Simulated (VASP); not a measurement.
Set up this calculation in VASP 6.6.1, as the native input.

| Property | Result |
| --- | --- |
| Task | single point |
| Functional | PBEsol |
| Potentials or basis | VASP PAW PBE potentials, release 64 (Si, Ge_d) |
| Cutoff | 500 eV |
| k mesh | 9 × 9 × 6 |
| Occupations | gaussian, width 0.02 eV |
| Spin | no spin polarisation |
| Dipole correction | no |
| Further INCAR settings | ALGO = Normal; EDIFF = 1e-06; NBANDS = 26 |

The structure of SiGe lies in POSCAR:

```
SiGe
1.0
    3.8420878787      0.0000000000      0.0000000000
   -1.9210439394      3.3273457065      0.0000000000
    0.0000000000      0.0000000000      6.4743119853
Si Ge
2 2
Direct
    0.3333333333      0.6666666667      0.0013359029
    0.6666666667      0.3333333333      0.5013359029
    0.3333333333      0.6666666667      0.3726640971
    0.6666666667      0.3333333333      0.8726640971
```

This cell differs from its parent crystal: strained cell.

The input as run:

INCAR

```
PREC = Accurate
ENCUT = 500
EDIFF = 1E-6
ISMEAR = 0
SIGMA = 0.02
LREAL = False
LASPH = True
NELM = 120
ALGO = Normal
ISIF = 2
LWAVE = False
LCHARG = False
GGA = PS
NBANDS = 26
GGA_COMPAT = False
```

KPOINTS

```
Automatic mesh
0
Gamma
  9 9 6
```

Potentials or basis: VASP PAW PBE potentials, release 64 (Si, Ge_d).

Command:

```sh
$ cat potpaw_PBE.64/Si/POTCAR potpaw_PBE.64/Ge_d/POTCAR > POTCAR
$ mpirun -np 1 vasp_std > vasp.out
```

Results of the run:

```json
{"Pressure": "2.1 GPa", "Band gap on the k mesh": "0.31 eV (least direct gap 0.67 eV)"}
```

Caveat: the cell differs from its parent crystal (strained cell); the PAW data sets were made with another functional, which shifts forces and pressure a little; an odd mesh through Γ misses points on the zone boundary, where band edges can lie.

It took 100 s on 1 thread of Intel Xeon 8259CL, with other jobs on the host, peak memory 0.23 GiB.
